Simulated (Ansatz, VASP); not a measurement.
# One calculation of Cu, two programs

INCAR

```
SYSTEM = Cu
ALGO     = Fast           ! electronic algorithm
EDIFF    = 1E-6           ! SCF threshold, eV
ENCUT    = 520            ! plane-wave cutoff, eV
GGA      = PE             ! functional
ISIF     = 2              ! what is computed and relaxed
ISMEAR   = 0              ! smearing method
LASPH    = .TRUE.         ! aspherical terms in the spheres
LCHARG   = .FALSE.        ! write CHGCAR
LREAL    = .FALSE.        ! projectors in reciprocal space
LWAVE    = .FALSE.        ! write WAVECAR
NBANDS   = 12             ! bands
NELM     = 100            ! most SCF steps
PREC     = Accurate       ! precision mode
SIGMA    = 0.15           ! smearing width, eV
```

KPOINTS

```
k-points
0
G
  24 24 24
  0 0 0
```

POSCAR

```
Cu
1.0
    0.4405865138      2.0524883935      2.0524883935
    2.0524883935      0.4405865138      2.0524883935
    2.0524883935      2.0524883935      0.4405865138
Cu
1
Direct
    0.0000000000      0.0000000000      0.0000000000
```

Input for Ansatz:

```yaml
crystal:
  lattice:
    - [0.4405865138, 2.0524883935, 2.0524883935]
    - [2.0524883935, 0.4405865138, 2.0524883935]
    - [2.0524883935, 2.0524883935, 0.4405865138]
  atoms:
    - { symbol: Cu, position: [0.0, 0.0, 0.0] }
basis:
  ecutwfc: 420
kpoints:
  mp_grid: { grid: [24, 24, 24] }
hamiltonian:
  xc: pbe
scf:
  occupations: { method: gaussian, width: 0.15 }
output:
  forces: true
  stress: true
  eigenvalues: true
```

Alike in both runs: task single point; functional PBE; k mesh 24 × 24 × 24; occupations gaussian, width 0.15 eV; no spin polarisation.

|  | VASP | Ansatz |
| --- | --- | --- |
| version | VASP 6.6.1 | Ansatz 0.2.0 |
| potentials or method | VASP PAW PBE potentials, release 64 (Cu), cutoff 520 eV | scalar-relativistic, plane waves, PAW |
| valence electrons in the cell | 11 | 19 |

Ansatz gave:

| Property | Result |
| --- | --- |
| gap on the k mesh at the Fermi level (eV) | none |
| pressure (GPa) | 26.5 |
| traceless stress, the component that is largest in VASP (GPa) | -21.69 |

Problem. Estimate VASP's values.

Solution. gap on the k mesh at the Fermi level (eV): none; pressure (GPa): 27.3; traceless stress, the component that is largest in VASP (GPa): -21.90.

A gap of «none» marks a metal or a gap that the smearing closes. The functional is the same, so the differences come from potentials, cutoffs and numerics. VASP's potentials hold 11 valence electrons a cell and Ansatz's 19, so a difference there can come from the potentials and not from the codes.
